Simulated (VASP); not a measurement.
Set up this calculation in VASP 6.6.1, as the native input.

- Task: single point
- Functional: PBE
- Potentials or basis: VASP PAW PBE potentials, release 64 (Sn_d, O)
- Cutoff: 520 eV
- k mesh: 6 × 6 × 4
- Occupations: fermi-dirac, width 0.1 eV
- Spin: no spin polarisation
- Dipole correction: no
- Further INCAR settings: ALGO = Normal; EDIFF = 1e-07; NBANDS = 28

The structure of SnO (Romarchite) lies in POSCAR:

```
SnO
1.0
    3.6401374938      0.0000000000      0.0000000000
    0.0000000000      3.6401374938      0.0000000000
    0.0000000000      0.0000000000      4.6388610488
Sn O
2 2
Direct
    0.5000000000      0.0000000000      0.2369000000
    0.0000000000      0.5000000000      0.7631000000
    0.0000000000      0.0000000000      0.0000000000
    0.5000000000      0.5000000000      0.0000000000
```

One way to write it, as run:

INCAR

```
SYSTEM = SnO
PREC = Accurate ; ENCUT = 520
EDIFF = 1E-7 ; ISMEAR = -1
SIGMA = 0.1 ; LREAL = .False.
LASPH = .True. ; NELM = 100
ALGO = Normal ; ISIF = 2
LWAVE = .False. ; LCHARG = .False.
GGA = PE ; NBANDS = 28
```

KPOINTS

```
regular mesh
0
Gamma
  6 6 4
  0 0 0
```

Potentials or basis: VASP PAW PBE potentials, release 64 (Sn_d, O).

Command:

```console
$ cat potpaw_PBE.64/Sn_d/POTCAR potpaw_PBE.64/O/POTCAR > POTCAR
$ mpirun -np 1 vasp_std > vasp.out
```

It gave:

```json
{"Pressure": "22.7 GPa", "Largest force": "2.856 eV/Å", "Band gap on the k mesh": "zero (band 20 reaches 9.36 eV, above the bottom of band 21 at 8.92 eV)"}
```

Caveat: spin-orbit coupling is left out, which moves the levels of the heavy elements; forces of over 1 eV/Å act on the atoms, so gaps and moduli don't describe the material at rest.

Run time: 39 s on 1 thread of Intel(R) Xeon(R) Platinum 8488C (Sapphire Rapids), with other jobs on the host, peak memory 0.19 GiB.
